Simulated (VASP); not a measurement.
Runs of VASP 6.6.1 on C. The structure is that of space group R-3m (No. 166), or close to it. The cells are those of the table. 

```csv
cell,gap on the mesh (eV),pressure (GPa)
"a = 2.415, b = 2.415, c = 3.701 Å, angles 108.5, 108.5, 60.0°, 2 atoms",0.78,(b)
"a = 2.440, b = 2.440, c = 3.739 Å, angles 108.5, 108.5, 60.0°, 2 atoms",0.77,2.2
"a = 2.489, b = 2.489, c = 3.814 Å, angles 108.5, 108.5, 60.0°, 2 atoms",0.76,-13.0
"a = 2.465, b = 2.465, c = 3.777 Å, angles 108.5, 108.5, 60.0°, 2 atoms",0.76,-5.9
"a = 2.512, b = 2.512, c = 3.850 Å, angles 108.5, 108.5, 60.0°, 2 atoms",(c),(a)
```

Alike in all rows: task single point; level LDA; potentials or basis VASP PAW LDA potentials, release 64 (C); no spin polarisation; k mesh 14 × 14 × 8; cutoff (eV) 520; smearing methfessel-paxton 0.05 eV.

Question: Fill in the values left out.

Answer: (a) -19.2; (b) 11.5; (c) 0.75.

A k mesh can miss the band edges.
